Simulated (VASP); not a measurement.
# ZnAu (P4mm) in VASP: further runs

Runs on ZnAu. Level: PBE. Tasks: single point.

Everything below comes from runs of VASP 6.6.1. Logs are shortened: lines on timing, memory, paths and dates and some standing lists are left out, and cuts for length are marked.

## (1) The cell of the first run

The structure is tetragonal, space group P4mm (No. 99). Conventional cell: a = 3.147 Å, b = 3.147 Å, c = 3.147 Å, α = 90.00°, β = 90.00°, γ = 90.00°. Within 3.3 Å of Zn (site symmetry 4mm) lie 8 Au at 2.47 to 3.04 Å and 6 Zn at 3.15 Å. Au (site symmetry 4mm) has 8 Zn at 2.47 to 3.04 Å and 6 Au at 3.15 Å within 3.3 Å.

## (2) Single point, PBE

Contents of INCAR:

```
SYSTEM = ZnAu
PREC = Accurate
ENCUT = 500
EDIFF = 1E-6
ISMEAR = 0
SIGMA = 0.15
LREAL = .FALSE.
LASPH = .TRUE.
NELM = 120
ALGO = Normal
ISIF = 2
LWAVE = .FALSE.
LCHARG = .FALSE.
GGA = PE
NBANDS = 18
GGA_COMPAT = .FALSE.
```

Contents of KPOINTS:

```
Automatic mesh
0
G
  16 16 16
  0 0 0
```

Contents of POSCAR:

```
ZnAu
1.0
    3.1470000000      0.0000000000      0.0000000000
    0.0000000000      3.1470000000      0.0000000000
    0.0000000000      0.0000000000      3.1470000000
Zn Au
1 1
Direct
    0.6588814744      0.5000000000      0.5000000000
    0.0000000000      0.0000000000      0.0000000000
```

Potentials or basis: VASP PAW PBE potentials, release 64 (Zn, Au).

The run is started by

```console
$ cat potpaw_PBE.64/Zn/POTCAR potpaw_PBE.64/Au/POTCAR > POTCAR
$ mpirun -np 1 vasp_std > vasp.out
```

OUTCAR:

```text
SYSTEM = ZnAu
   PREC = Accurate
   ENCUT = 500
   EDIFF = 1E-6
   ISMEAR = 0
   LREAL = .FALSE.
   LASPH = .TRUE.
   NELM = 120
   ISIF = 2
   GGA = PE

 ion  position               nearest neighbor table
   1  0.659  0.500  0.500-   2 2.47   2 2.47   2 2.47   2 2.47   2 3.04   2 3.04   2 3.04   2 3.04

   2  0.000  0.000  0.000-   1 2.47   1 2.47   1 2.47   1 2.47   1 3.04   1 3.04   1 3.04   1 3.04

  LATTYP: Found a simple cubic cell.
 ALAT       =     3.1470000000

  Lattice vectors:

 A1 = (   3.1470000000,   0.0000000000,   0.0000000000)
 A2 = (   0.0000000000,   3.1470000000,   0.0000000000)
 A3 = (   0.0000000000,   0.0000000000,   3.1470000000)

Analysis of symmetry for initial positions (statically):
=====================================================================
 Subroutine PRICEL returns:
 Original cell was already a primitive cell.

 Routine SETGRP: Setting up the symmetry group for a
 simple cubic supercell.

 Subroutine GETGRP returns: Found  8 space group operations
 (whereof  8 operations were pure point group operations)
 out of a pool of 48 trial point group operations.

The static configuration has the point symmetry C_4v.

Analysis of symmetry for dynamics (positions and initial velocities):
=====================================================================
 Subroutine PRICEL returns:
 Original cell was already a primitive cell.

 Routine SETGRP: Setting up the symmetry group for a
 simple cubic supercell.

 Subroutine GETGRP returns: Found  8 space group operations
 (whereof  8 operations were pure point group operations)
 out of a pool of 48 trial point group operations.

The dynamic configuration has the point symmetry C_4v.

 Subroutine INISYM returns: Found  8 space group operations
 (whereof  8 operations are pure point group operations),
 and found     1 'primitive' translations

----------------------------------------------------------------------------------------

                                     Primitive cell

  volume of cell :      31.1667

  direct lattice vectors                    reciprocal lattice vectors
     3.147000000  0.000000000  0.000000000     0.317762949  0.000000000  0.000000000
     0.000000000  3.147000000  0.000000000     0.000000000  0.317762949  0.000000000
     0.000000000  0.000000000  3.147000000     0.000000000  0.000000000  0.317762949

  length of vectors
     3.147000000  3.147000000  3.147000000     0.317762949  0.317762949  0.317762949

  position of ions in fractional coordinates (direct lattice)
     0.658881474  0.500000000  0.500000000
     0.000000000  0.000000000  0.000000000

  ion indices of the primitive-cell ions
   primitive index   ion index
                 1           1
                 2           2

----------------------------------------------------------------------------------------

 KPOINTS: Automatic mesh

Automatic generation of k-mesh.
 Grid dimensions read from file:
 generate k-points for:   16   16   16

 Generating k-lattice:

  Cartesian coordinates                     Fractional coordinates (reciprocal lattice)
     0.019860184  0.000000000  0.000000000     0.062500000  0.000000000  0.000000000
     0.000000000  0.019860184  0.000000000     0.000000000  0.062500000  0.000000000
     0.000000000  0.000000000  0.019860184     0.000000000  0.000000000  0.062500000

  Length of vectors
     0.019860184  0.019860184  0.019860184

  Shift w.r.t. Gamma in fractional coordinates (k-lattice)
     0.000000000  0.000000000  0.000000000

 Subroutine IBZKPT returns following result:
 ===========================================

 Found    405 irreducible k-points:

 Following reciprocal coordinates:
            Coordinates               Weight
  0.000000  0.000000  0.000000      1.000000
  0.062500  0.000000  0.000000      2.000000
  0.000000  0.062500  0.000000      4.000000
  0.125000  0.000000  0.000000      2.000000
  0.000000  0.125000  0.000000      4.000000
  0.187500  0.000000  0.000000      2.000000
[... 16 lines left out ...]
  0.187500  0.062500  0.000000      8.000000
  0.000000  0.187500  0.062500      8.000000
 [... further k-points ...]
   k-points           NKPTS =    405   k-points in BZ     NKDIM =    405   number of bands    NBANDS=     18
   number of dos      NEDOS =    301   number of ions     NIONS =      2
   total plane-waves  NPLWV =  13824
   dimension x,y,z NGX =    24 NGY =   24 NGZ =   24
   dimension x,y,z NGXF=    48 NGYF=   48 NGZF=   48
   ions per type =               1   1
   NGX,Y,Z   is equivalent  to a cutoff of  12.68, 12.68, 12.68 a.u.
   NGXF,Y,Z  is equivalent  to a cutoff of  25.36, 25.36, 25.36 a.u.
 SYSTEM =  ZnAu
   PREC   = accura    normal or accurate (medium, high low for compatibility)
   ISTART =      0    job   : 0-new  1-cont  2-samecut
   ICHARG =      2    charge: 1-file 2-atom 10-const
   ISPIN  =      1    spin polarized calculation?
   LNONCOLLINEAR =      F non collinear calculations
   LSORBIT =      F    spin-orbit coupling
   LASPH  =      T    aspherical Exc in radial PAW
   ENCUT  =  500.0 eV  36.75 Ry    6.06 a.u.   5.74  5.74  5.74*2*pi/ulx,y,z
   NELM   =    120;   NELMIN=  2; NELMDL= -5     # of ELM steps
   EDIFF  = 0.1E-05   stopping-criterion for ELM
   LREAL  =      F    real-space projection
   EDIFFG = 0.1E-04   stopping-criterion for IOM
   NSW    =      0    number of steps for IOM
   IBRION =     -1    ionic relax: 0-MD 1-quasi-New 2-CG
   NFREE  =      0    steps in history (QN), initial steepest desc. (CG)
   ISIF   =      2    stress and relaxation
   ISYM   =      2    0-nonsym 1-usesym 2-fastsym
   POTIM  = 0.5000    time-step for ionic-motion
   TEBEG  =    0.0;   TEEND  =   0.0 temperature during run
   PSTRESS=    0.0 pullay stress
   NELECT =      23.0000    total number of electrons
   NUPDOWN=      -1.0000    fix difference up-down
   EMIN   =  10.00;   EMAX   =-10.00  energy-range for DOS
   EFERMI =   0.00;   METHOD = LEGACY
   ISMEAR =     0;   SIGMA  =   0.15  broadening in eV -4-tet -1-fermi 0-gaus
   EFERMI_NEDOS =   21; number of points for ismear=-14 and -15
   IALGO  =     38    algorithm
   IMIX   =      4    mixing-type and parameters
     AMIX     =   0.40;   BMIX     =  1.00
     AMIX_MAG =   1.60;   BMIX_MAG =  1.00
  volume/ion in A,a.u.               =      15.58       105.16
  Fermi-wavevector in a.u.,A,eV,Ry     =   1.479406  2.795672 29.778283  2.188642
  Thomas-Fermi vector in A             =   2.593568
   LORBIT       =      0    0 simple, 1 ext, 2 COOP (PROOUT), +10 PAW based schemes
   GGA     = PE    functional components
   LHFCALC =     F    Hartree Fock is set to
   AEXX    =    0.0000 exact exchange contribution
   IVDW    =     0    specifies the selected vdW correction
   LEPSILON=     F    determine dielectric tensor
   LRPA    =     F    only Hartree local field effects (RPA)
 non-spin polarized calculation
 Gauss-broadening in eV      SIGMA  =   0.15
  energy-cutoff  :      500.00
  volume of cell :       31.17
 maximum number of plane-waves:       840
 NGX is ok and might be reduce to    24
   NGX = 11   NGY = 11   NGZ = 11

 number of electron      23.0000001 magnetization

 Free energy of the ion-electron system (eV)
  ---------------------------------------------------
  ext. energy  EPLUGINS =         0.00000000
  ---------------------------------------------------
  free energy    TOTEN  =        -4.26009478 eV

  energy without entropy =       -4.25454205  energy(sigma->0) =       -4.25731842

 E-fermi :   7.1246     XC(G=0): -12.3140

 val. band max:        7.0873029792   @ k =   0.3125   0.1250   0.0000
 cond. band min:       7.1306853336   @ k =   0.4375   0.4375   0.1875
 fundamental gap:      0.0433823544
 Fermi energy:         7.1245558840

 k-point     1 :       0.0000    0.0000    0.0000
  band No.  band energies     occupation
      1      -3.5808      2.00000
      2      -1.3784      2.00000
      3      -0.9036      2.00000
      4      -0.6779      2.00000
      5      -0.3221      2.00000
      6      -0.3221      2.00000
[... 10 lines left out ...]
     17      19.3665      0.00000
     18      25.5756      0.00000

 k-point     2 :       0.0625    0.0000    0.0000
  band No.  band energies     occupation
      1      -3.5174      2.00000
      2      -1.3666      2.00000
      3      -0.8875      2.00000
      4      -0.6734      2.00000
      5      -0.3251      2.00000
      6      -0.3251      2.00000
[... 10 lines left out ...]
     17      19.2961      0.00000
     18      25.5854      0.00000

 k-point     3 :       0.0000    0.0625    0.0000
  band No.  band energies     occupation
      1      -3.5099      2.00000
      2      -1.3550      2.00000
      3      -0.9025      2.00000
      4      -0.6802      2.00000
      5      -0.3279      2.00000
      6      -0.3239      2.00000
[... 10 lines left out ...]
     17      19.6261      0.00000
     18      25.4874      0.00000

 k-point     4 :       0.1250    0.0000    0.0000
  band No.  band energies     occupation
      1      -3.3305      2.00000
      2      -1.3327      2.00000
      3      -0.8416      2.00000
      4      -0.6606      2.00000
      5      -0.3338      2.00000
      6      -0.3338      2.00000
[... 375 lines left out ...]
      4      -0.6849      2.00000
      5      -0.3490      2.00000
      6      -0.3327      2.00000
[... 10 lines left out ...]
     17      20.6203      0.00000
     18      24.9939      0.00000

 k-point    23 :       0.1875    0.0625    0.0000
  band No.  band energies     occupation
      1      -2.9647      2.00000
      2      -1.2607      2.00000
      3      -0.7737      2.00000
      4      -0.6525      2.00000
      5      -0.3480      2.00000
      6      -0.3462      2.00000
[... 10 lines left out ...]
     17      21.2033      0.00000
     18      24.2184      0.00000

 k-point    24 :       0.0000    0.1875    0.0625
  band No.  band energies     occupation
      1      -2.8926      2.00000
      2      -1.1730      2.00000
      3      -0.8702      2.00000
      4      -0.6984      2.00000
      5      -0.3799      2.00000
      6      -0.3477      2.00000
[... 10 lines left out ...]
     17      22.2134      0.00000
     18      23.5209      0.00000

 [... further k-points ...]

------------------------ aborting loop because EDIFF is reached ----------------------------------------

  FORCE on cell =-STRESS in cart. coord.  units (eV):
  Direction    XX          YY          ZZ          XY          YZ          ZX
  --------------------------------------------------------------------------------------
  -------------------------------------------------------------------------------------
  Total        1.6655125      4.2270515      4.2270515      0.0000000      0.0000000     -0.0000000
  in kB       85.6186235    217.2990813    217.2990813      0.0000000      0.0000000     -0.0000000
  external PRESSURE =     173.4055954 kB  Pullay stress =       0.0000000 kB

 VOLUME and BASIS-vectors are now :
 -----------------------------------------------------------------------------
  energy-cutoff  :      500.00
  volume of cell :       31.17
      direct lattice vectors                 reciprocal lattice vectors
     3.147000000  0.000000000  0.000000000     0.317762949  0.000000000  0.000000000
     0.000000000  3.147000000  0.000000000     0.000000000  0.317762949  0.000000000
     0.000000000  0.000000000  3.147000000     0.000000000  0.000000000  0.317762949

 POSITION                                       TOTAL-FORCE (eV/Angst)
 -----------------------------------------------------------------------------------
      2.07350      1.57350      1.57350        -1.867447      0.000000     -0.000000
      0.00000      0.00000      0.00000         1.867447      0.000000      0.000000
 -----------------------------------------------------------------------------------
    total drift:                                0.000061      0.000000     -0.000018

  FREE ENERGIE OF THE ION-ELECTRON SYSTEM (eV)
  ---------------------------------------------------
  free  energy   TOTEN  =        -4.2600947834 eV

  energy  without entropy=       -4.2545420509  energy(sigma->0) =       -4.25731842
```

Run time: 2.2 min. Hardware: 1 thread of Intel Xeon 8259CL, shared host; peak memory 0.33 GiB.

What came out:

- Free energy: -4.2601 eV
- Pressure: 17.3 GPa
- Largest force: 1.867 eV/Å
- Band gap on the k mesh: zero (an odd number of electrons rules out a gap without spin polarisation)

Forces in eV/Å, atoms in the order of the input:
```
Zn  -1.867  0.000  0.000
Au   1.867  0.000  0.000
```

Levels at points of the mesh, in eV from the Fermi level:
| k point | band 9 | band 10 | band 11 | band 12 | band 13 | band 14 | band 15 | band 16 |
| --- | --- | --- | --- | --- | --- | --- | --- | --- |
| (0.00, 0.00, 0.00) | -4.03 | -4.03 | -3.76 | 5.04 | 5.04 | 6.27 | 8.22 | 11.42 |
| (0.50, 0.00, 0.00) | -5.01 | -5.01 | -3.87 | -2.27 | 9.44 | 9.44 | 10.56 | 10.88 |
| (0.00, 0.50, 0.00) | -4.96 | -4.40 | -3.78 | -2.60 | 8.34 | 10.19 | 10.90 | 11.27 |
| (0.50, 0.50, 0.00) | -4.09 | -3.30 | -2.21 | -1.69 | 0.81 | 2.45 | 10.96 | 12.85 |
| (0.00, 0.50, 0.50) | -4.64 | -3.38 | -1.85 | -1.85 | 0.84 | 2.57 | 11.74 | 13.36 |
| (0.50, 0.50, 0.50) | -3.33 | -3.25 | 1.58 | 2.65 | 2.65 | 3.65 | 3.89 | 6.25 |

Caveat: the cell differs from its parent crystal (all Zn atoms moved -0.500 Å, as atom 1 towards its neighbour atom 1 (Zn) at 3.147 Å); the cell stands under pressure; spin-orbit coupling is left out, which moves the levels of the heavy elements; forces of over 1 eV/Å act on the atoms, so gaps and moduli don't describe the material at rest.

## (3) Single point, PBE

Contents of INCAR:

```
PREC = Accurate
ENCUT = 500
EDIFF = 1E-6
ISMEAR = 0
SIGMA = 0.15
LREAL = F
LASPH = T
NELM = 120
ALGO = Normal
ISIF = 2
LWAVE = F
LCHARG = T
GGA = PE
LELF = T
LVHAR = T
NBANDS = 18
GGA_COMPAT = F
```

Contents of KPOINTS:

```
Automatic mesh
0
Gamma
  16 16 16
```

POSCAR, as its differences from that of step 2:

```diff
@@ -8,3 +8,3 @@
 Direct
-    0.6588814744      0.5000000000      0.5000000000
+    0.3808388942      0.5000000000      0.5000000000
     0.0000000000      0.0000000000      0.0000000000
```

Potentials or basis: VASP PAW PBE potentials, release 64 (Zn, Au).

The run is started by

```console
$ cat potpaw_PBE.64/Zn/POTCAR potpaw_PBE.64/Au/POTCAR > POTCAR
$ mpirun -np 1 vasp_std > vasp.out
```

Run time: 2.8 min. Hardware: 1 thread of Intel Xeon 8259CL, shared host; peak memory 0.34 GiB.

The run converged. Its results:

* Free energy: -4.4665 eV
* Pressure: 12.1 GPa
* Largest force: 1.428 eV/Å
* Band gap on the k mesh: zero (an odd number of electrons rules out a gap without spin polarisation)

Forces on the atoms (eV/Å):
```
Zn   1.428  0.000  0.000
Au  -1.428  0.000  0.000
```

Stress tensor (GPa, compression positive):
```
 7.30  0.00  0.00
 0.00 14.47  0.00
 0.00  0.00 14.47
```

Levels at points of the mesh, in eV from the Fermi level:
```csv
k point,band 9,band 10,band 11,band 12,band 13,band 14,band 15,band 16
"(0.00, 0.00, 0.00)",-3.92,-3.92,-3.78,5.02,5.02,5.74,8.51,11.63
"(0.50, 0.00, 0.00)",-4.98,-4.98,-3.91,-2.31,9.85,9.85,10.50,11.03
"(0.00, 0.50, 0.00)",-4.94,-4.56,-3.83,-2.52,8.82,10.42,10.90,11.21
"(0.50, 0.50, 0.00)",-4.09,-3.26,-2.11,-1.82,0.81,2.45,10.71,12.77
"(0.00, 0.50, 0.50)",-4.43,-3.30,-1.90,-1.90,0.83,2.53,11.19,13.10
"(0.50, 0.50, 0.50)",-3.25,-3.20,1.51,3.03,3.03,3.61,3.84,6.10
```

Caveat: the cell differs from its parent crystal (all Zn atoms moved +0.375 Å, as atom 1 towards its neighbour atom 1 (Zn) at 3.147 Å); the cell stands under pressure; spin-orbit coupling is left out, which moves the levels of the heavy elements; forces of over 1 eV/Å act on the atoms, so gaps and moduli don't describe the material at rest.

(Part 1 of 2 ends here.)
